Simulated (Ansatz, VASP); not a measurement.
## KCl: VASP beside Ansatz

Contents of INCAR:

```
SYSTEM = KCl
ALGO     = Normal         ! electronic algorithm
EDIFF    = 1E-6           ! SCF threshold, eV
ENCUT    = 520            ! plane-wave cutoff, eV
GGA      = CA             ! functional
ISIF     = 2              ! what is computed and relaxed
ISMEAR   = -1             ! smearing method
LASPH    = .TRUE.         ! aspherical terms in the spheres
LCHARG   = .TRUE.         ! write CHGCAR
LELF     = .TRUE.         ! ELF
LREAL    = .FALSE.        ! projectors in reciprocal space
LVHAR    = .TRUE.       
LWAVE    = .FALSE.        ! write WAVECAR
NBANDS   = 15             ! bands
NELM     = 80             ! most SCF steps
PREC     = Accurate       ! precision mode
SIGMA    = 0.03           ! smearing width, eV
```

KPOINTS

```
k-points
0
G
  7 7 7
  0 0 0
```

Contents of POSCAR:

```
KCl
1.0
    0.0000000000      3.1134447711      3.1134447711
    3.1134447711      0.0000000000      3.1134447711
    3.1134447711      3.1134447711      0.0000000000
K Cl
1 1
Direct
    0.0000000000      0.0000000000      0.0000000000
    0.5000000000      0.5000000000      0.5000000000
```

Input for Ansatz:

```yaml
crystal:
  lattice:
    - [0.0, 3.1134447711, 3.1134447711]
    - [3.1134447711, 0.0, 3.1134447711]
    - [3.1134447711, 3.1134447711, 0.0]
  atoms:
    - { symbol: K, position: [0.0, 0.0, 0.0] }
    - { symbol: Cl, position: [0.5, 0.5, 0.5] }
kpoints:
  mp_grid: { grid: [7, 7, 7] }
  band_path:
    path:
      - [0.0, 0.0, 0.0]
      - [0.5, 0.0, 0.5]
      - [0.625, 0.25, 0.625]
      - [0.375, 0.375, 0.75]
      - [0.0, 0.0, 0.0]
      - [0.5, 0.5, 0.5]
      - [0.5, 0.25, 0.75]
      - [0.5, 0.0, 0.5]
    npoints: 5
scf:
  occupations: { method: fermi_dirac, width: 0.03 }
hamiltonian:
  xc: lda
  pseudopotentials: { kind: all_electron, lapw: { basis_error: 0.001 } }
output:
  forces: true
  stress: true
  eigenvalues: true
```

Change from the starting cell: volume scaled by 0.96.

Alike in both runs: task single point; functional LDA; k mesh 7 × 7 × 7; occupations fermi-dirac, width 0.03 eV; no spin polarisation.

|  | VASP | Ansatz |
| --- | --- | --- |
| version | VASP 6.6.1 | Ansatz 0.2.0 |
| potentials or method | VASP PAW LDA potentials, release 64 (K_sv, Cl), cutoff 520 eV | all-electron LAPW, scalar-relativistic |

VASP gave:

```
gap on the k mesh at the Fermi level (eV) : 4.85
pressure (GPa)                            : -1.4
```

Task: What did Ansatz give for the same quantities?

Result: gap on the k mesh at the Fermi level (eV): 4.85; pressure (GPa): -1.5.

LDA's correlation is that of Perdew and Zunger in VASP and of Perdew and Wang (1992) in Ansatz. Ansatz ran all-electron here, and VASP with PAW potentials.
